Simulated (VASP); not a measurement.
# Mg4S (Ccce) in VASP: single point with PBE

Aim: the single point of Mg4S with PBE.

Everything below comes from runs of VASP 6.6.1. Logs are shortened: lines on timing, memory, paths and dates and some standing lists are left out, and cuts for length are marked.

### Step 1. The cell of the first run

It takes space group Ccce (No. 68, orthorhombic). Conventional cell: a = 6.358 Å, b = 11.149 Å, c = 6.228 Å, α = 90.00°, β = 90.00°, γ = 90.00°. Mg (site symmetry 1) has 2 S at 2.64 to 2.89 Å and 9 Mg at 2.95 to 3.48 Å within 3.5 Å. S (site symmetry 222) has 8 Mg at 2.64 to 2.89 Å within 3.5 Å.

The cell was generated, and may not be a known phase.

### Step 2. Single point, PBE

INCAR reads:

```
SYSTEM = Mg4S
ALGO = Normal ; EDIFF = 1E-6
ENCUT = 600 ; GGA = PE
GGA_COMPAT = .FALSE. ; ISIF = 2
ISMEAR = 0 ; LASPH = .TRUE.
LCHARG = .FALSE. ; LREAL = .FALSE.
LWAVE = .FALSE. ; NBANDS = 25
NELM = 120 ; PREC = Accurate
SIGMA = 0.2
```

KPOINTS reads:

```
k-points
0
G
  3 3 3
  0 0 0
```

POSCAR reads:

```
Mg4S
1.0
    3.1788472489     -5.5747173606      0.0000000000
    3.1788472489      5.5747173606      0.0000000000
    0.0000000000      0.0000000000      6.2281965533
Mg S
8 2
Direct
    0.2196822138      0.4814576412      0.1815660886
    0.5185423588      0.7803177862      0.8184339114
    0.7196822138      0.9814576412      0.3184339114
    0.0185423588      0.2803177862      0.6815660886
    0.2803177862      0.0185423588      0.3184339114
    0.9814576412      0.7196822138      0.6815660886
    0.7803177862      0.5185423588      0.1815660886
    0.4814576412      0.2196822138      0.8184339114
    0.0000000000      0.0000000000      0.0000000000
    0.5000000000      0.5000000000      0.5000000000
```

Potentials or basis: VASP PAW PBE potentials, release 64 (Mg, S).

On the command line:

```bash
$ cat potpaw_PBE.64/Mg/POTCAR potpaw_PBE.64/S/POTCAR > POTCAR
$ mpirun -np 1 vasp_std > vasp.out
```

OUTCAR:

```text
SYSTEM = Mg4S
   EDIFF = 1E-6
   ENCUT = 600
   GGA = PE
   ISIF = 2
   ISMEAR = 0
   LASPH = .TRUE.
   LREAL = .FALSE.
   NELM = 120
   PREC = Accurate

 ion  position               nearest neighbor table
   1  0.220  0.481  0.182-  10 2.64   9 2.89   7 2.95   2 2.95   3 3.29   3 3.29   5 3.30   4 3.37
                             4 3.37   5 3.38   7 3.48
   2  0.519  0.780  0.818-  10 2.64   9 2.89   8 2.95   1 2.95   4 3.29   4 3.29   6 3.30   3 3.37
                             3 3.37   6 3.38   8 3.48
   3  0.720  0.981  0.318-   9 2.64  10 2.89   5 2.95   4 2.95   1 3.29   1 3.29   7 3.30   2 3.37
                             2 3.37   7 3.38   5 3.48
   4  0.019  0.280  0.682-   9 2.64  10 2.89   6 2.95   3 2.95   2 3.29   2 3.29   8 3.30   1 3.37
                             1 3.37   8 3.38   6 3.48
   5  0.280  0.019  0.318-   9 2.64  10 2.89   3 2.95   6 2.95   7 3.29   7 3.29   1 3.30   8 3.37
                             8 3.37   1 3.38   3 3.48
   6  0.981  0.720  0.682-   9 2.64  10 2.89   4 2.95   5 2.95   8 3.29   8 3.29   2 3.30   7 3.37
                             7 3.37   2 3.38   4 3.48
   7  0.780  0.519  0.182-  10 2.64   9 2.89   1 2.95   8 2.95   5 3.29   5 3.29   3 3.30   6 3.37
                             6 3.37   3 3.38   1 3.48
   8  0.481  0.220  0.818-  10 2.64   9 2.89   2 2.95   7 2.95   6 3.29   6 3.29   4 3.30   5 3.37
                             5 3.37   4 3.38   2 3.48
   9  0.000  0.000  0.000-   3 2.64   4 2.64   5 2.64   6 2.64   1 2.89   2 2.89   7 2.89   8 2.89

  10  0.500  0.500  0.500-   1 2.64   2 2.64   7 2.64   8 2.64   5 2.89   6 2.89   3 2.89   4 2.89

  LATTYP: Found a base centered orthorhombic cell.
 ALAT       =     6.3576944978
 B/A-ratio  =     1.7536914875
 C/A-ratio  =     0.9796313043

  Lattice vectors:

 A1 = (   3.1788472489,  -5.5747173606,   0.0000000000)
 A2 = (   3.1788472489,   5.5747173606,   0.0000000000)
 A3 = (   0.0000000000,   0.0000000000,   6.2281965533)

Analysis of symmetry for initial positions (statically):
=====================================================================
 Subroutine PRICEL returns:
 Original cell was already a primitive cell.

 Routine SETGRP: Setting up the symmetry group for a
 base centered orthorhombic supercell.

 Subroutine GETGRP returns: Found  8 space group operations
 (whereof  4 operations were pure point group operations)
 out of a pool of  8 trial point group operations.

The static configuration has the point symmetry D_2 .
 The point group associated with its full space group is D_2h.

Analysis of symmetry for dynamics (positions and initial velocities):
[... 120 lines left out ...]
   TEBEG  =    0.0;   TEEND  =   0.0 temperature during run
   PSTRESS=    0.0 pullay stress
   NELECT =      28.0000    total number of electrons
   NUPDOWN=      -1.0000    fix difference up-down
   EMIN   =  10.00;   EMAX   =-10.00  energy-range for DOS
   EFERMI =   0.00;   METHOD = LEGACY
   ISMEAR =     0;   SIGMA  =   0.20  broadening in eV -4-tet -1-fermi 0-gaus
   EFERMI_NEDOS =   21; number of points for ismear=-14 and -15
   IALGO  =     38    algorithm
   IMIX   =      4    mixing-type and parameters
     AMIX     =   0.40;   BMIX     =  1.00
     AMIX_MAG =   1.60;   BMIX_MAG =  1.00
  volume/ion in A,a.u.               =      22.07       148.96
  Fermi-wavevector in a.u.,A,eV,Ry     =   0.822557  1.554407  9.205698  0.676600
  Thomas-Fermi vector in A             =   1.933913
   LORBIT       =      0    0 simple, 1 ext, 2 COOP (PROOUT), +10 PAW based schemes
   GGA     = PE    functional components
   LHFCALC =     F    Hartree Fock is set to
   AEXX    =    0.0000 exact exchange contribution
   IVDW    =     0    specifies the selected vdW correction
   LEPSILON=     F    determine dielectric tensor
   LRPA    =     F    only Hartree local field effects (RPA)
 non-spin polarized calculation
 Gauss-broadening in eV      SIGMA  =   0.20
  energy-cutoff  :      600.00
  volume of cell :      220.74
 maximum number of plane-waves:      7391
 NGX is ok and might be reduce to    54
   NGX = 25   NGY = 25   NGZ = 25

 number of electron      28.0000001 magnetization

 Free energy of the ion-electron system (eV)
  ---------------------------------------------------
  ext. energy  EPLUGINS =         0.00000000
  ---------------------------------------------------
  free energy    TOTEN  =       -23.25735623 eV

  energy without entropy =      -23.20531720  energy(sigma->0) =      -23.23133671

 E-fermi :   3.4172     XC(G=0):  -8.7035

 val. band max:        3.2917817151   @ k =   0.3333  -0.0000   0.0000
 cond. band min:       3.4663224659   @ k =  -0.3333   0.3333   0.3333
 fundamental gap:      0.1745407508
 Fermi energy:         3.4171546448

 k-point     1 :       0.0000    0.0000    0.0000
  band No.  band energies     occupation
      1     -10.4958      2.00000
      2     -10.1870      2.00000
      3      -2.4500      2.00000
      4      -2.0995      2.00000
      5      -1.6411      2.00000
      6      -1.5909      2.00000
[... 213 lines left out ...]
     24       7.3682      0.00000
     25       7.5973      0.00000

------------------------ aborting loop because EDIFF is reached ----------------------------------------

  FORCE on cell =-STRESS in cart. coord.  units (eV):
  Direction    XX          YY          ZZ          XY          YZ          ZX
  --------------------------------------------------------------------------------------
  -------------------------------------------------------------------------------------
  Total        0.0715443     -0.3326296     -0.5678875      0.0000000      0.0000000      0.0000000
  in kB        0.5192791     -2.4142748     -4.1218108      0.0000000      0.0000000      0.0000000
  external PRESSURE =      -2.0056022 kB  Pullay stress =       0.0000000 kB

 VOLUME and BASIS-vectors are now :
 -----------------------------------------------------------------------------
  energy-cutoff  :      600.00
  volume of cell :      220.74
      direct lattice vectors                 reciprocal lattice vectors
     3.178847249 -5.574717361  0.000000000     0.157289722 -0.089690646  0.000000000
     3.178847249  5.574717361  0.000000000     0.157289722  0.089690646  0.000000000
     0.000000000  0.000000000  6.228196553     0.000000000  0.000000000  0.160560122

 POSITION                                       TOTAL-FORCE (eV/Angst)
 -----------------------------------------------------------------------------------
      2.22882      1.45932      1.13083         0.039056     -0.008952      0.041317
      4.12888      1.45932      5.09737        -0.039056     -0.008952     -0.041317
      5.40766      1.45932      1.98327         0.039056     -0.008952     -0.041317
      0.95003      1.45932      4.24493        -0.039056     -0.008952      0.041317
      0.95003     -1.45932      1.98327        -0.039056      0.008952     -0.041317
      5.40766     -1.45932      4.24493         0.039056      0.008952      0.041317
      4.12888     -1.45932      1.13083        -0.039056      0.008952      0.041317
      2.22882     -1.45932      5.09737         0.039056      0.008952     -0.041317
      0.00000      0.00000      0.00000        -0.000000     -0.000000      0.000000
      3.17885      0.00000      3.11410        -0.000000     -0.000000      0.000000
 -----------------------------------------------------------------------------------
    total drift:                                0.000000      0.000000      0.000000

  FREE ENERGIE OF THE ION-ELECTRON SYSTEM (eV)
  ---------------------------------------------------
  free  energy   TOTEN  =       -23.2573562279 eV

  energy  without entropy=      -23.2053171986  energy(sigma->0) =      -23.23133671
```

OSZICAR:

```text
N       E                     dE             d eps       ncg     rms          rms(c)
DAV:   1     0.764151225264E+02    0.76415E+02   -0.97395E+03   400   0.949E+02
DAV:   2    -0.125360794058E+02   -0.88951E+02   -0.83168E+02   490   0.125E+02
DAV:   3    -0.237372847188E+02   -0.11201E+02   -0.11030E+02   542   0.403E+01
[... 11 lines left out ...]
DAV:  15    -0.232573916513E+02    0.72727E-04   -0.97127E-05   468   0.367E-02    0.707E-02
DAV:  16    -0.232573780221E+02    0.13629E-04   -0.10102E-05   500   0.135E-02    0.532E-02
DAV:  17    -0.232573614220E+02    0.16600E-04   -0.20024E-05   482   0.172E-02    0.350E-02
DAV:  18    -0.232573562107E+02    0.52113E-05   -0.25203E-05   492   0.189E-02    0.537E-03
DAV:  19    -0.232573562279E+02   -0.17198E-07   -0.65385E-07   248   0.403E-03
   1 F= -.23257356E+02 E0= -.23231337E+02  d E =-.520390E-01
```

Wall time 58 s (1 thread of AMD EPYC 9R45 (Zen 5), shared host); peak memory 0.35 GiB.

Results:

```
Free energy            : -23.2574 eV
Pressure               : -0.2 GPa
Largest force          : 0.058 eV/Å
Band gap on the k mesh : zero (bands 14 and 15 overlap by 0.31 eV)
```

Forces on the atoms (eV/Å):
```
Mg   0.039 -0.009  0.041
Mg  -0.039 -0.009 -0.041
Mg   0.039 -0.009 -0.041
Mg  -0.039 -0.009  0.041
Mg  -0.039  0.009 -0.041
Mg   0.039  0.009  0.041
Mg  -0.039  0.009  0.041
Mg   0.039  0.009 -0.041
S    0.000  0.000  0.000
S    0.000  0.000  0.000
```

Caveat: the k points lie up to 0.38 Å⁻¹ apart; semilocal functionals underestimate gaps, and a narrow one can read as zero.

The gap in the log of VASP goes by the Fermi energy; the results here count the filled bands.